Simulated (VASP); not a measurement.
## Sc: relaxation of cell and atoms with PBEsol

Crystal: Sc.

```
Sc
1.0
     0.00000    2.32000    2.32000
     2.32000    0.00000    2.32000
     2.32000    2.32000    0.00000
Sc
1
Direct
  0.00000 0.00000 0.00000
```

This isn't the form of Sc at room conditions, which is hcp.

```
Program                : VASP 6.6.1
Task                   : relaxation of cell and atoms
Functional             : PBEsol
Potentials or basis    : VASP PAW PBE potentials, release 64 (Sc_sv)
Cutoff                 : 500 eV
k mesh                 : 8 × 8 × 8
Occupations            : fermi-dirac, width 0.1 eV
Spin                   : no spin polarisation
Target pressure        : 30 GPa
Dipole correction      : no
Further INCAR settings : ALGO = Normal; EDIFF = 1e-07; IBRION = 2; EDIFFG = -0.03; NSW = 60; ISIF = 3
```

```yaml
Relaxed_volume: 16.96 Å³/atom
Relaxed_cell: a = 2.884 Å, b = 2.884 Å, c = 2.884 Å, α = 60.00°, β = 60.00°, γ = 60.00°
Space_group_after_relaxing_to_0.1_Å: Fm-3m (No. 225)
Energy_change_on_relaxing_the_run_minimises_the_enthalpy: +487.0 meV/atom
Ionic_steps: 7
Pressure_after_relaxing: 30.0 GPa
Band_gap_on_the_k_mesh: zero (an odd number of electrons rules out a gap without spin polarisation)
```

Step by step:
```csv
step,energy change (eV),largest force (eV/Å),pressure (GPa),volume (Å³)
1,0.0000,0.0000,-2.59,24.97
2,3.1547,0.0000,128.15,10.75
3,0.3703,0.0000,24.90,17.64
4,0.4767,0.0000,29.56,17.02
5,0.5028,0.0000,30.67,16.88
6,0.4735,0.0000,29.42,17.03
7,0.4870,0.0000,29.99,16.96
```

Final structure:
```cif
data_structure
_symmetry_space_group_name_H-M 'P 1'
_symmetry_Int_Tables_number 1
_cell_length_a 2.8840
_cell_length_b 2.8840
_cell_length_c 2.8840
_cell_angle_alpha 60.000
_cell_angle_beta 60.000
_cell_angle_gamma 60.000
_cell_volume 16.96
loop_
_atom_site_label
_atom_site_type_symbol
_atom_site_fract_x
_atom_site_fract_y
_atom_site_fract_z
_atom_site_occupancy
Sc1 Sc 0.00000 0.00000 0.00000 1
```

Levels at points of the mesh, in eV from the Fermi level:
```
           k point  band 1  band 2  band 3  band 4  band 5  band 6  band 7  band 8  band 9
(0.00, 0.00, 0.00)  -48.38  -26.42  -26.42  -26.42   -5.59    2.04    2.04    2.04    4.27
(0.50, 0.00, 0.00)  -48.10  -27.75  -26.58  -26.58   -2.23    1.52    1.83    1.83    5.76
(0.50, 0.50, 0.00)  -48.01  -27.65  -26.87  -26.87   -2.49   -1.36    3.92    5.75    6.15
```

It took 25 s on 1 thread of AMD EPYC 7R13 Processor (Zen 3), with other jobs on the host, peak memory 0.12 GiB.

Caveat: the cell is relaxed towards a set pressure, so the run minimises the enthalpy, not the energy; the volume moved by over 15 % at a fixed basis, so the end points are rough; the PAW data sets were made with another functional, which shifts forces and pressure a little.
